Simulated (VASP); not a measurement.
Wanted: the native input for a VASP 6.6.1 run.

```yaml
Task: relaxation of cell and atoms
Functional: r2SCAN
Potentials_or_basis: VASP PAW PBE potentials, release 64 (Mg, Si)
Cutoff: 660 eV
k_mesh: 6 × 6 × 6
Occupations: gaussian, width 0.01 eV
Spin: no spin polarisation
Target_pressure: 2 GPa
Dipole_correction: no
Further_INCAR_settings: ALGO = Normal; EDIFF = 1e-07; IBRION = 2; EDIFFG = -0.002; NSW = 100; ISIF = 3
```

Mg2Si:

```
Mg Si
1.0
     3.16925    3.16925    0.00000
    -3.16925    3.16925    0.00000
     0.00000    3.16925    3.16925
Mg Si
2 1
Direct
  0.25000 0.75000 0.50000
  0.75000 0.25000 0.50000
  0.00000 0.00000 0.00000
```

The input as run:

POSCAR

```
Mg2Si
1.0
    3.1692463816      3.1692463816      0.0000000000
   -3.1692463816      3.1692463816      0.0000000000
    0.0000000000      3.1692463816      3.1692463816
Mg Si
2 1
Direct
    0.2500000000      0.7500000000      0.5000000000
    0.7500000000      0.2500000000      0.5000000000
    0.0000000000      0.0000000000      0.0000000000
```

INCAR.step1

```
PREC = Accurate
ENCUT = 660
ISMEAR = 0
SIGMA = 0.01
LREAL = False
LASPH = True
NELM = 120
GGA = PE
ALGO = Normal
EDIFF = 1E-5
LWAVE = True
LCHARG = False
GGA_COMPAT = False
IBRION = 2
ISIF = 3
EDIFFG = -0.005
NELMIN = 4
NSW = 100
```

INCAR.step2

```
PREC = Accurate
ENCUT = 660
EDIFF = 1E-7
ISMEAR = 0
SIGMA = 0.01
LREAL = False
LASPH = True
NELM = 120
ALGO = Normal
ISIF = 3
LWAVE = False
LCHARG = False
METAGGA = R2SCAN
LMIXTAU = True
IBRION = 2
NSW = 100
EDIFFG = -0.002
PSTRESS = 20.0
ISTART = 1
GGA_COMPAT = False
NELMIN = 4
```

KPOINTS

```
Automatic mesh
0
Gamma
  6 6 6
```

Potentials or basis: VASP PAW PBE potentials, release 64 (Mg, Si).

Command:

```bash
$ cat potpaw_PBE.64/Mg/POTCAR potpaw_PBE.64/Si/POTCAR > POTCAR
$ cp INCAR.step1 INCAR
$ mpirun -np 1 vasp_std > vasp.out
$ cp INCAR.step2 INCAR
$ mpirun -np 1 vasp_std > vasp.out
```

Results of the run:

The relaxed volume is 20.45 Å³/atom. The relaxed cell is a = 4.427 Å, b = 4.427 Å, c = 4.427 Å, α = 60.00°, β = 60.00°, γ = 90.00° and the space group after relaxing (to 0.1 Å) is Fm-3m (No. 225). The energy change on relaxing (the run minimises the enthalpy) is +3.9 meV/atom. The ionic steps are 3, the pressure after relaxing is 2.0 GPa and the band gap on the k mesh is 0.40 eV (least direct gap 2.49 eV).

Caveat: the cell is relaxed towards a set pressure, so the run minimises the enthalpy, not the energy; semilocal functionals underestimate gaps, and a narrow one can read as zero; the PAW data sets were made with another functional, which shifts forces and pressure a little.

It took 110 s on 1 thread of Intel(R) Xeon(R) 6975P-C (Granite Rapids), on a shared host, peak memory 0.26 GiB.
